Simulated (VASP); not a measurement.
# BeTe (rocksalt type) (Fm-3m) in VASP: settings compared

BeTe (rocksalt type) is run at these levels: LDA, PBE; tasks: single point.

All numbers are computed with VASP 6.6.1; they aren't measurements. Logs are shortened: lines on timing, memory, paths and dates and some standing lists are left out, and cuts for length are marked.

## (1) The cell of the first run

Symmetry: Fm-3m, No. 225, cubic system. The conventional cell has a = 5.324 Å, b = 5.324 Å, c = 5.324 Å, α = 90.00°, β = 90.00°, γ = 90.00°. Within 3.5 Å of Be (site symmetry m-3m) lie 6 Te at 2.66 Å. Within 3.5 Å of Te (site symmetry m-3m) lie 6 Be at 2.66 Å.

## (2) Single point, LDA

Input file INCAR:

```
ALGO = Normal
EDIFF = 1E-7
ENCUT = 520
GGA = CA
ISIF = 2
ISMEAR = -1
LASPH = True
LCHARG = False
LREAL = False
LWAVE = False
NBANDS = 11
NELM = 100
PREC = Accurate
SIGMA = 0.05
```

Input file KPOINTS:

```
k-points
0
Gamma
  13 13 13
```

Input file POSCAR:

```
BeTe
1.0
    0.0000000000      2.6620717408      2.6620717408
    2.6620717408      0.0000000000      2.6620717408
    2.6620717408      2.6620717408      0.0000000000
Be Te
1 1
Direct
    0.0000000000      0.0000000000      0.0000000000
    0.5000000000      0.5000000000      0.5000000000
```

Potentials or basis: VASP PAW LDA potentials, release 64 (Be, Te).

Started as:

```bash
$ cat potpaw_LDA.64/Be/POTCAR potpaw_LDA.64/Te/POTCAR > POTCAR
$ mpirun -np 1 vasp_std > vasp.out
```

OUTCAR:

```text
EDIFF = 1E-7
   ENCUT = 520
   GGA = CA
   ISIF = 2
   ISMEAR = -1
   LASPH = True
   LREAL = False
   NELM = 100
   PREC = Accurate

 ion  position               nearest neighbor table
   1  0.000  0.000  0.000-   2 2.66   2 2.66   2 2.66   2 2.66   2 2.66   2 2.66
   2  0.500  0.500  0.500-   1 2.66   1 2.66   1 2.66   1 2.66   1 2.66   1 2.66

  LATTYP: Found a face centered cubic cell.
 ALAT       =     5.3241434816

  Lattice vectors:

 A1 = (   0.0000000000,   2.6620717408,   2.6620717408)
 A2 = (   2.6620717408,   0.0000000000,   2.6620717408)
 A3 = (   2.6620717408,   2.6620717408,   0.0000000000)

Analysis of symmetry for initial positions (statically):
=====================================================================
 Subroutine PRICEL returns:
 Original cell was already a primitive cell.

 Routine SETGRP: Setting up the symmetry group for a
 face centered cubic supercell.

 Subroutine GETGRP returns: Found 48 space group operations
 (whereof 48 operations were pure point group operations)
 out of a pool of 48 trial point group operations.

The static configuration has the point symmetry O_h .

Analysis of symmetry for dynamics (positions and initial velocities):
=====================================================================
 Subroutine PRICEL returns:
 Original cell was already a primitive cell.

 Routine SETGRP: Setting up the symmetry group for a
 face centered cubic supercell.

 Subroutine GETGRP returns: Found 48 space group operations
 (whereof 48 operations were pure point group operations)
 out of a pool of 48 trial point group operations.

The dynamic configuration has the point symmetry O_h .

 Subroutine INISYM returns: Found 48 space group operations
 (whereof 48 operations are pure point group operations),
 and found     1 'primitive' translations

----------------------------------------------------------------------------------------

                                     Primitive cell

  volume of cell :      37.7302

  direct lattice vectors                    reciprocal lattice vectors
     0.000000000  2.662071741  2.662071741    -0.187823638  0.187823638  0.187823638
     2.662071741  0.000000000  2.662071741     0.187823638 -0.187823638  0.187823638
     2.662071741  2.662071741  0.000000000     0.187823638  0.187823638 -0.187823638

  length of vectors
     3.764737960  3.764737960  3.764737960     0.325320085  0.325320085  0.325320085

  position of ions in fractional coordinates (direct lattice)
[... 81 lines left out ...]
   EDIFFG = 0.1E-05   stopping-criterion for IOM
   NSW    =      0    number of steps for IOM
   IBRION =     -1    ionic relax: 0-MD 1-quasi-New 2-CG
   NFREE  =      0    steps in history (QN), initial steepest desc. (CG)
   ISIF   =      2    stress and relaxation
   ISYM   =      2    0-nonsym 1-usesym 2-fastsym
   POTIM  = 0.5000    time-step for ionic-motion
   TEBEG  =    0.0;   TEEND  =   0.0 temperature during run
   PSTRESS=    0.0 pullay stress
   NELECT =       8.0000    total number of electrons
   NUPDOWN=      -1.0000    fix difference up-down
   EMIN   =  10.00;   EMAX   =-10.00  energy-range for DOS
   EFERMI =   0.00;   METHOD = LEGACY
   ISMEAR =    -1;   SIGMA  =   0.05  broadening in eV -4-tet -1-fermi 0-gaus
   EFERMI_NEDOS =   21; number of points for ismear=-14 and -15
   IALGO  =     38    algorithm
   IMIX   =      4    mixing-type and parameters
     AMIX     =   0.40;   BMIX     =  1.00
     AMIX_MAG =   1.60;   BMIX_MAG =  1.00
  volume/ion in A,a.u.               =      18.87       127.31
  Fermi-wavevector in a.u.,A,eV,Ry     =   0.976207  1.844763 12.966071  0.952979
  Thomas-Fermi vector in A             =   2.106807
   LORBIT       =      0    0 simple, 1 ext, 2 COOP (PROOUT), +10 PAW based schemes
   GGA     = CA    functional components
   LHFCALC =     F    Hartree Fock is set to
   AEXX    =    0.0000 exact exchange contribution
   IVDW    =     0    specifies the selected vdW correction
   LEPSILON=     F    determine dielectric tensor
   LRPA    =     F    only Hartree local field effects (RPA)
 non-spin polarized calculation
  energy-cutoff  :      520.00
  volume of cell :       37.73
 maximum number of plane-waves:      1028
   NGX = 13   NGY = 13   NGZ = 13

 number of electron       8.0000000 magnetization

 Free energy of the ion-electron system (eV)
  ---------------------------------------------------
  ext. energy  EPLUGINS =         0.00000000
  ---------------------------------------------------
  free energy    TOTEN  =        -7.79371440 eV

  energy without entropy =       -7.78917533  energy(sigma->0) =       -7.79144486

 E-fermi :   7.3847     XC(G=0): -10.1546

 val. band max:        7.3005343793   @ k =  -0.0769   0.0769   0.0000
 cond. band min:       7.3996416020   @ k =  -0.4615   0.3846   0.0000
 fundamental gap:      0.0991072227
 Fermi energy:         7.3846823161

 k-point     1 :       0.0000    0.0000    0.0000
  band No.  band energies     occupation
      1      -6.1342      2.00000
      2       7.1016      1.99307
      3       7.1016      1.99307
      4       7.1016      1.99307
      5      10.6143      0.00000
      6      13.6492      0.00000
      7      13.6492      0.00000
      8      13.6492      0.00000
      9      14.2457      0.00000
     10      14.2457      0.00000
     11      14.2457      0.00000
[... 309 lines left out ...]
 k-point    24 :       0.4615    0.1538    0.0000
  band No.  band energies     occupation
      1      -4.1930      2.00000
      2       1.2206      2.00000
      3       5.4220      2.00000
      4       5.9199      2.00000
      5       8.8947      0.00000
      6      11.5919      0.00000
      7      12.4491      0.00000
      8      14.1321      0.00000
      9      15.4854      0.00000
     10      19.8364      0.00000
     11      20.4570      0.00000

 [... further k-points ...]
[... 5 lines left out ...]
  --------------------------------------------------------------------------------------
  -------------------------------------------------------------------------------------
  Total       -0.5241983     -0.5241983     -0.5241983      0.0000000      0.0000000     -0.0000000
  in kB      -22.2595764    -22.2595764    -22.2595764      0.0000000      0.0000000     -0.0000000
  external PRESSURE =     -22.2595764 kB  Pullay stress =       0.0000000 kB

 VOLUME and BASIS-vectors are now :
 -----------------------------------------------------------------------------
  energy-cutoff  :      520.00
  volume of cell :       37.73
      direct lattice vectors                 reciprocal lattice vectors
     0.000000000  2.662071741  2.662071741    -0.187823638  0.187823638  0.187823638
     2.662071741  0.000000000  2.662071741     0.187823638 -0.187823638  0.187823638
     2.662071741  2.662071741  0.000000000     0.187823638  0.187823638 -0.187823638

 POSITION                                       TOTAL-FORCE (eV/Angst)
 -----------------------------------------------------------------------------------
      0.00000      0.00000      0.00000         0.000000     -0.000000      0.000000
      2.66207      2.66207      2.66207        -0.000000      0.000000     -0.000000
 -----------------------------------------------------------------------------------
    total drift:                                0.000000      0.000000      0.000000

  FREE ENERGIE OF THE ION-ELECTRON SYSTEM (eV)
  ---------------------------------------------------
  free  energy   TOTEN  =        -7.7937143960 eV

  energy  without entropy=       -7.7891753336  energy(sigma->0) =       -7.79144486
```

It took 15 s on 1 thread of AMD EPYC 9R45 (Zen 5), shared host; peak memory 0.14 GiB.

What came out:

```
Free energy            : -7.7937 eV
Pressure               : -2.2 GPa
Band gap on the k mesh : zero (band 4 reaches 7.67 eV, above the bottom of band 5 at 6.56 eV)
```

Levels at points of the mesh, in eV from the Fermi level:
```
           k point  band 1  band 2  band 3  band 4  band 5  band 6  band 7  band 8
(0.00, 0.00, 0.00)  -13.52   -0.28   -0.28   -0.28    3.23    6.26    6.26    6.26
```

Caveat: spin-orbit coupling is left out, which moves the levels of the heavy elements.

## (3) Single point, PBE

This run uses another cell than the first one, of 19.25 Å³/atom, 1.020 times its volume.

Input file INCAR:

```
SYSTEM = BeTe
PREC = Accurate
ENCUT = 520
EDIFF = 1E-6
ISMEAR = -1
SIGMA = 0.05
LREAL = .FALSE.
LASPH = .TRUE.
NELM = 100
ALGO = Normal
ISIF = 2
LWAVE = .FALSE.
LCHARG = .FALSE.
GGA = PE
NBANDS = 11
```

Input file KPOINTS:

```
regular mesh
0
G
  13 13 13
  0 0 0
```

Input file POSCAR:

```
BeTe
1.0
    0.0000000000      2.6800592576      2.6800592576
    2.6800592576      0.0000000000      2.6800592576
    2.6800592576      2.6800592576      0.0000000000
Be Te
1 1
Direct
    0.0000000000      0.0000000000      0.0000000000
    0.5000000000      0.5000000000      0.5000000000
```

Potentials or basis: VASP PAW PBE potentials, release 64 (Be, Te).

Started as:

```bash
$ cat potpaw_PBE.64/Be/POTCAR potpaw_PBE.64/Te/POTCAR > POTCAR
$ mpirun -np 1 vasp_std > vasp.out
```

Wall time 16 s (1 thread of AMD EPYC 9R45 (Zen 5), shared host); peak memory 0.15 GiB.

The run converged. Its results:

```
Free energy            : -6.6061 eV
Pressure               : 0.1 GPa
Band gap on the k mesh : zero (band 4 reaches 7.54 eV, above the bottom of band 5 at 6.36 eV)
```

Levels at points of the mesh, in eV from the Fermi level:
```csv
k point,band 1,band 2,band 3,band 4,band 5,band 6,band 7,band 8
"(0.00, 0.00, 0.00)",-13.33,-0.24,-0.24,-0.24,3.08,6.30,6.30,6.30
```

Caveat: spin-orbit coupling is left out, which moves the levels of the heavy elements.
